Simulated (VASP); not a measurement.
A run of VASP 6.6.1 is set up as follows.

INCAR

```
ALGO = Normal
EDIFF = 1E-6
ENCUT = 500
GGA = PE
GGA_COMPAT = False
ISIF = 2
ISMEAR = 0
LASPH = True
LCHARG = True
LELF = True
LREAL = False
LVHAR = True
LWAVE = False
NBANDS = 11
NELM = 120
PREC = Accurate
SIGMA = 0.02
```

Contents of KPOINTS:

```
k-points
0
Gamma
  8 8 8
```

POSCAR

```
AlP
1.0
    0.0000000000      2.7534771479      2.7534771479
    2.7534771479      0.0000000000      2.7534771479
    2.7534771479      2.7534771479      0.0000000000
Al P
1 1
Direct
    0.0000000000      0.0000000000      0.0000000000
    0.2500000000      0.2500000000      0.2500000000
```

Potentials or basis: VASP PAW PBE potentials, release 64 (Al, P).

Command:

```console
$ cat potpaw_PBE.64/Al/POTCAR potpaw_PBE.64/P/POTCAR > POTCAR
$ mpirun -np 1 vasp_std > vasp.out
```

**Question.** Estimate the pressure.

**Answer.** -0.1 GPa.

**Question.** Estimate the band gap on the k mesh.

**Answer.** 1.63 eV, indirect (least direct gap 3.09 eV).

A k mesh can miss the band edges. As with any semilocal functional, this PBE gap is likely too small.
